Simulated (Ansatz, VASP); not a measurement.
## CoO: VASP beside Ansatz

```
Co O
1.0
     0.04263    2.15281    2.15281
     2.15281    0.04263    2.15281
     2.15281    2.15281    0.04263
Co O
1 1
Direct
  0.00000 0.00000 0.00000
  0.50000 0.50000 0.50000
```

Change from the starting cell: equal xy, yz and zx shear strains of +2 %.

Alike in both runs: task single point; functional PBE; k mesh 16 × 16 × 16; occupations fermi-dirac, width 0.05 eV; collinear spin.

|  | VASP | Ansatz |
| --- | --- | --- |
| version | VASP 6.6.1 | Ansatz 0.2.0 |
| potentials or method | VASP PAW PBE potentials, release 64 (Co, O), cutoff 520 eV | all-electron LAPW, scalar-relativistic |

Ansatz gave:

```
pressure (GPa)                                                : -1.2
traceless stress, the component that is largest in VASP (GPa) : 0.65
net moment per atom (μB)                                      : 1.47
size of the moment on the site where the two differ most (μB) : 2.59
```

Question: Which values does VASP return?

Answer: Pressure (GPa): -2.3; traceless stress, the component that is largest in VASP (GPa): 0.43; net moment per atom (μB): 1.45; size of the moment on the site where the two differ most (μB): 2.56.

Site moments also hang on the region over which each program counts them. Ansatz ran all-electron here, and VASP with PAW potentials. Ansatz's warnings: stability check not made.
